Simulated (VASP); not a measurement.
## TiO2: single point with PBE

The system is TiO2.

```
Ti O
1.0
     4.73437    0.00000    0.00000
     0.00000    4.73437    0.00000
     0.00000    0.00000    3.02221
Ti O
2 4
Direct
  0.00000 0.00000 0.00000
  0.50000 0.50000 0.50000
  0.30513 0.30513 0.00000
  0.19487 0.80513 0.50000
  0.80513 0.19487 0.50000
  0.69487 0.69487 0.00000
```

```
Program                : VASP 6.6.1
Task                   : single point
Functional             : PBE
Potentials or basis    : VASP PAW PBE potentials, release 64 (Ti_sv, O)
Cutoff                 : 520 eV
k mesh                 : 4 × 4 × 8
Occupations            : gaussian, width 0.01 eV
Spin                   : no spin polarisation
Dipole correction      : no
Further INCAR settings : ALGO = Normal; EDIFF = 1e-06; NBANDS = 33
```

```yaml
Pressure: -11.1 GPa
Largest_force: 0.255 eV/Å
Band_gap_on_the_k_mesh: 1.69 eV
```

Forces on the atoms (eV/Å):
```
Ti   0.000  0.000  0.000
Ti   0.000  0.000  0.000
O    0.180  0.180  0.000
O   -0.180  0.180  0.000
O    0.180 -0.180  0.000
O   -0.180 -0.180  0.000
```

Stress tensor (GPa, compression positive):
```
-10.10   0.00   0.00
  0.00 -10.10   0.00
  0.00   0.00 -13.13
```

Levels at points of the mesh, in eV from the valence-band top:
```tsv
k point	band 22	band 23	band 24	band 25	band 26	band 27
(0.00, 0.00, 0.00)	-0.42	-0.42	0.00	1.69	1.95	2.20
(0.50, 0.00, 0.00)	-1.51	-0.66	-0.66	2.27	2.27	2.70
(0.50, 0.50, 0.00)	-1.23	-1.02	-1.02	1.72	1.72	2.28
(0.00, 0.00, 0.50)	-2.04	-1.36	-1.36	2.65	2.65	2.87
(0.50, 0.00, 0.50)	-1.87	-0.91	-0.91	1.75	1.75	2.89
(0.50, 0.50, 0.50)	-1.12	-0.67	-0.67	2.34	2.34	2.91
```

It took 110 s on 1 thread of AMD EPYC 7R13, with other jobs on the host, peak memory 0.17 GiB.

Caveat: the cell stands under tension; the structure was generated, so it needn't be the stable form of TiO2. A k mesh can miss the band edges.
